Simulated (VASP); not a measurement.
# HfN (vib) (Fm-3m) in VASP: a series of runs

The runs below take HfN (vib) through single point, relaxation of cell and atoms, with LDA.

Program: VASP 6.6.1. These are calculated values, not measurements. Logs are shortened: lines on timing, memory, paths and dates and some standing lists are left out, and cuts for length are marked.

## 1. The cell of the first run

Symmetry: Fm-3m, No. 225, cubic system. The conventional cell has a = 4.512 Å, b = 4.512 Å, c = 4.512 Å, α = 90.00°, β = 90.00°, γ = 90.00°. Within 3.0 Å of Hf (site symmetry m-3m) lie 6 N at 2.26 Å. N (site symmetry m-3m) has 6 Hf at 2.26 Å within 3.0 Å.

## 2. Single point, LDA

The input, INCAR:

```
PREC = Accurate
ENCUT = 600
EDIFF = 1E-6
ISMEAR = 0
SIGMA = 0.1
LREAL = False
LASPH = True
NELM = 120
ALGO = Normal
ISIF = 2
LWAVE = False
LCHARG = False
GGA = CA
NBANDS = 14
GGA_COMPAT = False
```

The input, KPOINTS:

```
regular mesh
0
Gamma
  8 8 8
```

The input, POSCAR:

```
HfN
1.0
    0.0000000000      2.2558601200      2.2558601200
    2.2558601200      0.0000000000      2.2558601200
    2.2558601200      2.2558601200      0.0000000000
Hf N
1 1
Direct
    0.0000000000      0.0000000000      0.0000000000
    0.5000000000      0.5000000000      0.5000000000
```

Potentials or basis: VASP PAW LDA potentials, release 64 (Hf_pv, N).

On the command line:

```console
> cat potpaw_LDA.64/Hf_pv/POTCAR potpaw_LDA.64/N/POTCAR > POTCAR
> mpirun -np 1 vasp_std > vasp.out
```

OUTCAR:

```text
PREC = Accurate
   ENCUT = 600
   EDIFF = 1E-6
   ISMEAR = 0
   LREAL = False
   LASPH = True
   NELM = 120
   ISIF = 2
   GGA = CA

 ion  position               nearest neighbor table
   1  0.000  0.000  0.000-   2 2.26   2 2.26   2 2.26   2 2.26   2 2.26   2 2.26
   2  0.500  0.500  0.500-   1 2.26   1 2.26   1 2.26   1 2.26   1 2.26   1 2.26

  LATTYP: Found a face centered cubic cell.
 ALAT       =     4.5117202400

  Lattice vectors:

 A1 = (   0.0000000000,   2.2558601200,   2.2558601200)
 A2 = (   2.2558601200,   0.0000000000,   2.2558601200)
 A3 = (   2.2558601200,   2.2558601200,   0.0000000000)

Analysis of symmetry for initial positions (statically):
=====================================================================
 Subroutine PRICEL returns:
 Original cell was already a primitive cell.

 Routine SETGRP: Setting up the symmetry group for a
 face centered cubic supercell.

 Subroutine GETGRP returns: Found 48 space group operations
 (whereof 48 operations were pure point group operations)
 out of a pool of 48 trial point group operations.

The static configuration has the point symmetry O_h .

Analysis of symmetry for dynamics (positions and initial velocities):
=====================================================================
 Subroutine PRICEL returns:
 Original cell was already a primitive cell.

 Routine SETGRP: Setting up the symmetry group for a
 face centered cubic supercell.

 Subroutine GETGRP returns: Found 48 space group operations
 (whereof 48 operations were pure point group operations)
 out of a pool of 48 trial point group operations.

The dynamic configuration has the point symmetry O_h .

 Subroutine INISYM returns: Found 48 space group operations
 (whereof 48 operations are pure point group operations),
 and found     1 'primitive' translations

----------------------------------------------------------------------------------------

                                     Primitive cell

  volume of cell :      22.9597

  direct lattice vectors                    reciprocal lattice vectors
     0.000000000  2.255860120  2.255860120    -0.221644948  0.221644948  0.221644948
     2.255860120  0.000000000  2.255860120     0.221644948 -0.221644948  0.221644948
     2.255860120  2.255860120  0.000000000     0.221644948  0.221644948 -0.221644948

  length of vectors
     3.190267977  3.190267977  3.190267977     0.383900312  0.383900312  0.383900312

  position of ions in fractional coordinates (direct lattice)
     0.000000000  0.000000000  0.000000000
     0.500000000  0.500000000  0.500000000

  ion indices of the primitive-cell ions
   primitive index   ion index
                 1           1
                 2           2

----------------------------------------------------------------------------------------

 KPOINTS: regular mesh

Automatic generation of k-mesh.
 Grid dimensions read from file:
 generate k-points for:    8    8    8

 Generating k-lattice:

  Cartesian coordinates                     Fractional coordinates (reciprocal lattice)
    -0.027705619  0.027705619  0.027705619     0.125000000  0.000000000  0.000000000
     0.027705619 -0.027705619  0.027705619     0.000000000  0.125000000  0.000000000
     0.027705619  0.027705619 -0.027705619     0.000000000  0.000000000  0.125000000

  Length of vectors
     0.047987539  0.047987539  0.047987539

  Shift w.r.t. Gamma in fractional coordinates (k-lattice)
     0.000000000  0.000000000  0.000000000

 Subroutine IBZKPT returns following result:
 ===========================================

 Found     29 irreducible k-points:

 Following reciprocal coordinates:
            Coordinates               Weight
  0.000000  0.000000  0.000000      1.000000
  0.125000  0.000000  0.000000      8.000000
  0.250000  0.000000  0.000000      8.000000
  0.375000  0.000000  0.000000      8.000000
  0.500000  0.000000  0.000000      4.000000
  0.125000  0.125000  0.000000      6.000000
[... 16 lines left out ...]
  0.500000  0.250000  0.125000     48.000000
 -0.375000  0.250000  0.125000     24.000000
 [... further k-points ...]
   k-points           NKPTS =     29   k-points in BZ     NKDIM =     29   number of bands    NBANDS=     14
   number of dos      NEDOS =    301   number of ions     NIONS =      2
   total plane-waves  NPLWV =  21952
   dimension x,y,z NGX =    28 NGY =   28 NGZ =   28
   dimension x,y,z NGXF=    56 NGYF=   56 NGZF=   56
   ions per type =               1   1
   NGX,Y,Z   is equivalent  to a cutoff of  14.59, 14.59, 14.59 a.u.
   NGXF,Y,Z  is equivalent  to a cutoff of  29.18, 29.18, 29.18 a.u.
 SYSTEM =  unknown system
   PREC   = accura    normal or accurate (medium, high low for compatibility)
   ISTART =      0    job   : 0-new  1-cont  2-samecut
   ICHARG =      2    charge: 1-file 2-atom 10-const
   ISPIN  =      1    spin polarized calculation?
   LNONCOLLINEAR =      F non collinear calculations
   LSORBIT =      F    spin-orbit coupling
   LASPH  =      T    aspherical Exc in radial PAW
   ENCUT  =  600.0 eV  44.10 Ry    6.64 a.u.   6.37  6.37  6.37*2*pi/ulx,y,z
   NELM   =    120;   NELMIN=  2; NELMDL= -5     # of ELM steps
   EDIFF  = 0.1E-05   stopping-criterion for ELM
   LREAL  =      F    real-space projection
   EDIFFG = 0.1E-04   stopping-criterion for IOM
   NSW    =      0    number of steps for IOM
   IBRION =     -1    ionic relax: 0-MD 1-quasi-New 2-CG
   NFREE  =      0    steps in history (QN), initial steepest desc. (CG)
   ISIF   =      2    stress and relaxation
   ISYM   =      2    0-nonsym 1-usesym 2-fastsym
   POTIM  = 0.5000    time-step for ionic-motion
   TEBEG  =    0.0;   TEEND  =   0.0 temperature during run
   PSTRESS=    0.0 pullay stress
   NELECT =      15.0000    total number of electrons
   NUPDOWN=      -1.0000    fix difference up-down
   EMIN   =  10.00;   EMAX   =-10.00  energy-range for DOS
   EFERMI =   0.00;   METHOD = LEGACY
   ISMEAR =     0;   SIGMA  =   0.10  broadening in eV -4-tet -1-fermi 0-gaus
   EFERMI_NEDOS =   21; number of points for ismear=-14 and -15
   IALGO  =     38    algorithm
   IMIX   =      4    mixing-type and parameters
     AMIX     =   0.40;   BMIX     =  1.00
     AMIX_MAG =   1.60;   BMIX_MAG =  1.00
  volume/ion in A,a.u.               =      11.48        77.47
  Fermi-wavevector in a.u.,A,eV,Ry     =   1.420528  2.684408 27.455188  2.017899
  Thomas-Fermi vector in A             =   2.541434
   LORBIT       =      0    0 simple, 1 ext, 2 COOP (PROOUT), +10 PAW based schemes
   GGA     = CA    functional components
   LHFCALC =     F    Hartree Fock is set to
   AEXX    =    0.0000 exact exchange contribution
   IVDW    =     0    specifies the selected vdW correction
   LEPSILON=     F    determine dielectric tensor
   LRPA    =     F    only Hartree local field effects (RPA)
 non-spin polarized calculation
 Gauss-broadening in eV      SIGMA  =   0.10
  energy-cutoff  :      600.00
  volume of cell :       22.96
 maximum number of plane-waves:       778
 NGX is ok and might be reduce to    28
   NGX = 13   NGY = 13   NGZ = 13

 number of electron      15.0000002 magnetization

 Free energy of the ion-electron system (eV)
  ---------------------------------------------------
  ext. energy  EPLUGINS =         0.00000000
  ---------------------------------------------------
  free energy    TOTEN  =       -23.83300771 eV

  energy without entropy =      -23.82866000  energy(sigma->0) =      -23.83083385

 E-fermi :   8.2169     XC(G=0): -13.0018

 val. band max:        8.1718647514   @ k =   0.1250   0.0000   0.0000
 cond. band min:       8.2321091539   @ k =   0.3750   0.1250   0.0000
 fundamental gap:      0.0602444025
 Fermi energy:         8.2168512089

 k-point     1 :       0.0000    0.0000    0.0000
  band No.  band energies     occupation
      1     -22.6994      2.00000
      2     -22.6994      2.00000
      3     -22.6994      2.00000
      4      -9.0173      2.00000
      5       5.2882      2.00000
      6       5.2882      2.00000
      7       5.2882      2.00000
      8       7.8335      2.00000
      9       7.8335      2.00000
     10       7.8335      2.00000
     11      10.1438      0.00000
     12      10.1438      0.00000
     13      10.2636      0.00000
     14      17.8907      0.00000

 k-point     2 :       0.1250    0.0000    0.0000
  band No.  band energies     occupation
      1     -22.8585      2.00000
      2     -22.7127      2.00000
      3     -22.7127      2.00000
      4      -8.6547      2.00000
      5       3.9670      2.00000
      6       4.4801      2.00000
      7       4.4801      2.00000
      8       8.1719      1.47536
      9       8.3286      0.11386
     10       8.3286      0.11386
     11      11.2683      0.00000
     12      11.2689      0.00000
     13      11.2689      0.00000
     14      19.0537      0.00000

 k-point     3 :       0.2500    0.0000    0.0000
  band No.  band energies     occupation
      1     -23.2214      2.00000
      2     -22.7446      2.00000
      3     -22.7446      2.00000
      4      -7.7372      2.00000
      5       1.8530      2.00000
      6       3.2368      2.00000
      7       3.2368      2.00000
      8       8.8132      0.00000
      9       9.5308      0.00000
     10       9.5308      0.00000
     11      13.0476      0.00000
     12      13.5571      0.00000
     13      13.5571      0.00000
     14      19.5761      0.00000
[... 324 lines left out ...]
 k-point    23 :       0.5000    0.2500    0.1250
  band No.  band energies     occupation
      1     -23.4602      2.00000
      2     -23.0146      2.00000
      3     -22.8447      2.00000
      4      -6.9463      2.00000
      5       0.7350      2.00000
      6       2.5361      2.00000
      7       2.9812      2.00000
      8       8.4763      0.00024
      9      11.7395      0.00000
     10      11.9757      0.00000
     11      13.2576      0.00000
     12      15.5254      0.00000
     13      17.4081      0.00000
     14      19.3640      0.00000

 k-point    24 :      -0.3750    0.2500    0.1250
  band No.  band energies     occupation
      1     -23.5345      2.00000
      2     -23.0386      2.00000
      3     -22.8740      2.00000
      4      -6.7460      2.00000
      5       0.5428      2.00000
      6       2.5276      2.00000
      7       2.5708      2.00000
      8       9.8806      0.00000
      9      10.2965      0.00000
     10      12.5805      0.00000
     11      14.6673      0.00000
     12      16.0166      0.00000
     13      17.6868      0.00000
     14      18.9207      0.00000

 [... further k-points ...]
[... 5 lines left out ...]
  --------------------------------------------------------------------------------------
  -------------------------------------------------------------------------------------
  Total       -1.3370909     -1.3370909     -1.3370909      0.0000000     -0.0000000      0.0000000
  in kB      -93.3050212    -93.3050212    -93.3050212      0.0000000     -0.0000000      0.0000000
  external PRESSURE =     -93.3050212 kB  Pullay stress =       0.0000000 kB

 VOLUME and BASIS-vectors are now :
 -----------------------------------------------------------------------------
  energy-cutoff  :      600.00
  volume of cell :       22.96
      direct lattice vectors                 reciprocal lattice vectors
     0.000000000  2.255860120  2.255860120    -0.221644948  0.221644948  0.221644948
     2.255860120  0.000000000  2.255860120     0.221644948 -0.221644948  0.221644948
     2.255860120  2.255860120  0.000000000     0.221644948  0.221644948 -0.221644948

 POSITION                                       TOTAL-FORCE (eV/Angst)
 -----------------------------------------------------------------------------------
      0.00000      0.00000      0.00000         0.000000      0.000000      0.000000
      2.25586      2.25586      2.25586         0.000000      0.000000     -0.000000
 -----------------------------------------------------------------------------------
    total drift:                                0.000000      0.000000      0.000000

  FREE ENERGIE OF THE ION-ELECTRON SYSTEM (eV)
  ---------------------------------------------------
  free  energy   TOTEN  =       -23.8330077054 eV

  energy  without entropy=      -23.8286599982  energy(sigma->0) =      -23.83083385
```

Run time: 22 s. Hardware: 1 thread of Intel Xeon 8259CL, shared host; peak memory 0.15 GiB.

Results:

- Free energy: -23.8330 eV
- Pressure: -9.3 GPa

Caveat: spin-orbit coupling is left out, which moves the levels of the heavy elements.

## 3. Single point, LDA

This run uses another cell than the first one, of 11.15 Å³/atom, 0.971 times its volume.

The input, INCAR:

```
SYSTEM = HfN
  PREC = Accurate
  ENCUT = 600
  EDIFF = 1E-6
  ISMEAR = 0
  SIGMA = 0.1
  LREAL = .FALSE.
  LASPH = .TRUE.
  NELM = 120
  ALGO = Normal
  ISIF = 2
  LWAVE = .FALSE.
  LCHARG = .FALSE.
  NBANDS = 14
  GGA_COMPAT = .FALSE.
```

The input, KPOINTS:

```
Automatic mesh
0
G
  12 12 12
  0 0 0
```

The input, POSCAR:

```
HfN
1.0
    0.0000000000      2.2338373062      2.2338373062
    2.2338373062      0.0000000000      2.2338373062
    2.2338373062      2.2338373062      0.0000000000
Hf N
1 1
Direct
    0.0000000000      0.0000000000      0.0000000000
    0.5000000000      0.5000000000      0.5000000000
```

Potentials or basis: VASP PAW LDA potentials, release 64 (Hf_pv, N).

On the command line:

```console
> cat potpaw_LDA.64/Hf_pv/POTCAR potpaw_LDA.64/N/POTCAR > POTCAR
> mpirun -np 1 vasp_std > vasp.out
```

Wall time 53 s (1 thread of Intel Xeon 8259CL, shared host); peak memory 0.16 GiB.

It converged, with:

```
Free energy : -23.8799 eV
Pressure    : -1.3 GPa
```

Levels at points of the mesh, in eV from the Fermi level:
```tsv
k point	band 4	band 5	band 6	band 7	band 8	band 9	band 10	band 11	band 12	band 13
(0.00, 0.00, 0.00)	-17.43	-2.99	-2.99	-2.99	-0.41	-0.41	-0.41	1.99	1.99	2.32
(0.50, 0.00, 0.00)	-14.42	-9.03	-6.33	-6.33	3.43	3.84	3.84	4.74	9.23	9.23
(0.50, 0.50, 0.00)	-16.31	-5.28	-3.97	-3.62	-3.62	4.23	5.76	5.76	6.08	8.40
```

Caveat: spin-orbit coupling is left out, which moves the levels of the heavy elements.

## 4. Single point, LDA

This run uses another cell than the first one, of 11.15 Å³/atom, 0.972 times its volume.

The input, INCAR:

```
PREC = Accurate
ENCUT = 600
EDIFF = 1E-6
ISMEAR = -1
SIGMA = 0.15
LREAL = False
LASPH = True
NELM = 120
ALGO = Normal
ISIF = 2
LWAVE = False
LCHARG = False
NBANDS = 14
GGA_COMPAT = False
```

The input, KPOINTS:

```
Automatic mesh
0
Gamma
  12 12 12
```

The input, POSCAR:

```
HfN
1.0
    0.0000000000      2.2343350229      2.2343350229
    2.2343350229      0.0000000000      2.2343350229
    2.2343350229      2.2343350229      0.0000000000
Hf N
1 1
Direct
    0.0000000000      0.0000000000      0.0000000000
    0.5000000000      0.5000000000      0.5000000000
```

On the command line:

```console
> cat potpaw_LDA.64/Hf_pv/POTCAR potpaw_LDA.64/N/POTCAR > POTCAR
> mpirun -np 1 vasp_std > vasp.out
```

Run time: 52 s. Hardware: 1 thread of Intel Xeon 8259CL, shared host; peak memory 0.16 GiB.

The run converged. Its results:

```
Free energy : -23.8949 eV
Pressure    : -1.3 GPa
```

Levels at points of the mesh, in eV from the Fermi level:
| k point | band 4 | band 5 | band 6 | band 7 | band 8 | band 9 | band 10 | band 11 | band 12 | band 13 |
| --- | --- | --- | --- | --- | --- | --- | --- | --- | --- | --- |
| (0.00, 0.00, 0.00) | -17.42 | -2.98 | -2.98 | -2.98 | -0.40 | -0.40 | -0.40 | 2.00 | 2.00 | 2.32 |
| (0.50, 0.00, 0.00) | -14.41 | -9.02 | -6.31 | -6.31 | 3.44 | 3.84 | 3.84 | 4.74 | 9.23 | 9.23 |
| (0.50, 0.50, 0.00) | -16.30 | -5.27 | -3.96 | -3.61 | -3.61 | 4.23 | 5.76 | 5.76 | 6.08 | 8.40 |

Caveat: spin-orbit coupling is left out, which moves the levels of the heavy elements.

## 5. Relaxation of cell and atoms, LDA

This run uses another cell than the first one, of 11.15 Å³/atom, 0.971 times its volume.

The input, INCAR:

```
SYSTEM = HfN
PREC = Accurate
ENCUT = 600
EDIFF = 1E-7
ISMEAR = -1
SIGMA = 0.15
LREAL = .FALSE.
LASPH = .TRUE.
NELM = 120
ALGO = Normal
ISIF = 3
LWAVE = .FALSE.
LCHARG = .FALSE.
IBRION = 2
NSW = 80
EDIFFG = -0.001
GGA_COMPAT = .FALSE.
NELMIN = 4
```

The input, KPOINTS:

```
Automatic mesh
0
G
  12 12 12
  0 0 0
```

The input, POSCAR:

```
HfN
1.0
    0.0000000000      2.2338373062      2.2338373062
    2.2338373062      0.0000000000      2.2338373062
    2.2338373062      2.2338373062      0.0000000000
Hf N
1 1
Direct
    0.0000000000      0.0000000000      0.0000000000
    0.5000000000      0.5000000000      0.5000000000
```

On the command line:

```console
> cat potpaw_LDA.64/Hf_pv/POTCAR potpaw_LDA.64/N/POTCAR > POTCAR
> mpirun -np 1 vasp_std > vasp.out
```

Wall time 91 s (1 thread of Intel Xeon 8259CL, shared host); peak memory 0.17 GiB.

It converged, with:

```
Free energy                            : -23.8953 eV
Relaxed volume                         : 11.11 Å³/atom
Relaxed cell                           : a = 3.155 Å, b = 3.155 Å, c = 3.155 Å, α = 60.00°, β = 60.00°, γ = 60.00°
Space group after relaxing (to 0.05 Å) : Fm-3m (No. 225)
Energy gained by relaxing              : 0.1 meV/atom
Ionic steps                            : 3
Pressure after relaxing                : 0.0 GPa
```

Step by step:
| step | energy change (eV) | largest force (eV/Å) | pressure (GPa) | volume (Å³) |
| --- | --- | --- | --- | --- |
| 1 | 0.0000 | 0.0000 | -1.10 | 22.29 |
| 2 | 0.0009 | 0.0000 | 2.34 | 22.05 |
| 3 | -0.0003 | 0.0000 | 0.00 | 22.21 |

Final structure:
```xyz
2
Lattice="0.0000 2.2312 2.2312 2.2312 0.0000 2.2312 2.2312 2.2312 0.0000" Properties=species:S:1:pos:R:3 pbc="T T T"
Hf    0.0000    0.0000    0.0000
N     2.2312    2.2312    2.2312
```

Levels at points of the mesh, in eV from the Fermi level:
```csv
k point,band 4,band 5,band 6,band 7,band 8,band 9,band 10,band 11
"(0.00, 0.00, 0.00)",-17.44,-2.98,-2.98,-2.98,-0.40,-0.40,-0.40,2.01
"(0.50, 0.00, 0.00)",-14.41,-9.05,-6.33,-6.33,3.46,3.87,3.87,4.77
"(0.50, 0.50, 0.00)",-16.32,-5.27,-3.98,-3.61,-3.61,4.26,5.79,5.79
```

Caveat: spin-orbit coupling is left out, which moves the levels of the heavy elements.

## 6. The runs side by side

```tsv
task	cell	k mesh	smearing	gap on the mesh (eV)	pressure (GPa)
single point	a = 3.190 Å, angles 60.0°, 2 atoms	8 × 8 × 8	gaussian 0.1 eV	none	-9.3
single point	a = 3.159 Å, angles 60.0°, 2 atoms	12 × 12 × 12	gaussian 0.1 eV	none	-1.3
single point	a = 3.160 Å, angles 60.0°, 2 atoms	12 × 12 × 12	fermi-dirac 0.15 eV	none	-1.3
relaxation of cell and atoms	relaxed from a = 3.159 Å, angles 60.0°, 2 atoms	12 × 12 × 12	fermi-dirac 0.15 eV	none	0.0
```

Alike in all rows: level LDA; potentials or basis VASP PAW LDA potentials, release 64 (Hf_pv, N); no spin polarisation; cutoff (eV) 600.

Caveats: spin-orbit coupling is left out, which moves the levels of the heavy elements.

Total energies depend on the potentials used, so only differences within one code and one set of settings carry meaning.
